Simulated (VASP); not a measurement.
Crystal: YN.

```
Y N
1.0
     0.00000    2.44805    2.44805
     2.44805    0.00000    2.44805
     2.44805    2.44805    0.00000
Y N
1 1
Direct
  0.00000 0.00000 0.00000
  0.50000 0.50000 0.50000
```

Base run:

```yaml
Program: VASP 6.6.1
Functional: PBE
Potentials_or_basis: VASP PAW PBE potentials, release 64 (Y_sv, N)
Cutoff: 600 eV
k_mesh: 10 × 10 × 10
Occupations: gaussian, width 0.01 eV
Spin: no spin polarisation
```

Its results: band gap on the k mesh 0.20 eV (least direct gap 0.59 eV); pressure 0.7 GPa.

Task: After a change of settings the same cell gave: band gap on the k mesh 0.59 eV (least direct gap 0.99 eV); pressure 0.3 GPa. Which change was it?
A. functional from PBE to r2SCAN; cutoff from 600 eV to 660 eV; k mesh from 10 × 10 × 10 to 6 × 6 × 6
B. k mesh from 10 × 10 × 10 to 6 × 6 × 6
C. functional from PBE to PBE0; cutoff from 600 eV to 520 eV; k mesh from 10 × 10 × 10 to 6 × 6 × 6

Result: A.

Caveats: the PAW data sets were made with another functional, which shifts forces and pressure a little (at least some runs).
